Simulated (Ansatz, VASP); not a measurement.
## Two plane-wave programs on Cl

Contents of INCAR:

```
PREC = Accurate
ENCUT = 520
EDIFF = 1E-6
ISMEAR = 0
SIGMA = 0.1
LREAL = F
LASPH = T
NELM = 60
ALGO = Normal
ISIF = 2
LWAVE = F
LCHARG = F
GGA = PS
NBANDS = 22
```

KPOINTS

```
regular mesh
0
Gamma
  6 6 2
```

File POSCAR:

```
Cl
1.0
    3.7325342936      0.0000000000      0.0000000000
   -1.8662671468      3.2324695188      0.0000000000
    0.0000000000      0.0000000000     10.1658454339
Cl
4
Direct
    0.0000000000      0.0000000000      0.2500000000
    0.0000000000      0.0000000000      0.7500000000
    0.3333333333      0.6666666667      0.7500000000
    0.6666666667      0.3333333333      0.2500000000
```

Input for Ansatz:

```yaml
crystal:
  lattice:
    - [3.7325342936, 0.0, 0.0]
    - [-1.8662671468, 3.2324695188, 0.0]
    - [0.0, 0.0, 10.1658454339]
  atoms:
    - { symbol: Cl, position: [0.0, 0.0, 0.25] }
    - { symbol: Cl, position: [0.0, 0.0, 0.75] }
    - { symbol: Cl, position: [0.3333333333, 0.6666666667, 0.75] }
    - { symbol: Cl, position: [0.6666666667, 0.3333333333, 0.25] }
basis:
  ecutwfc: 420
kpoints:
  mp_grid: { grid: [6, 6, 2] }
hamiltonian:
  xc: pbesol
scf:
  occupations: { method: gaussian, width: 0.1 }
  lower_state_search: "off"
output:
  forces: true
  stress: true
  eigenvalues: true
```

Alike in both runs: task single point; functional PBEsol; k mesh 6 × 6 × 2; occupations gaussian, width 0.1 eV; no spin polarisation.

|  | VASP | Ansatz |
| --- | --- | --- |
| version | VASP 6.6.1 | Ansatz 0.2.0 |
| potentials or method | VASP PAW PBE potentials, release 64 (Cl), cutoff 520 eV | scalar-relativistic, plane waves, PAW |
| valence electrons in the cell | 28 | 28 |

|  | VASP | Ansatz | Ansatz less VASP |
| --- | --- | --- | --- |
| gap on the k mesh at the Fermi level (eV) | none | none | - |
| pressure (GPa) | 19.7 | 19.7 | -0.04 |
| traceless stress, the component that is largest in VASP (GPa) | -19.79 | -19.70 | +0.097 |

VASP's potentials were made for PBE, not for PBEsol. A gap of «none» marks a metal or a gap that the smearing closes.
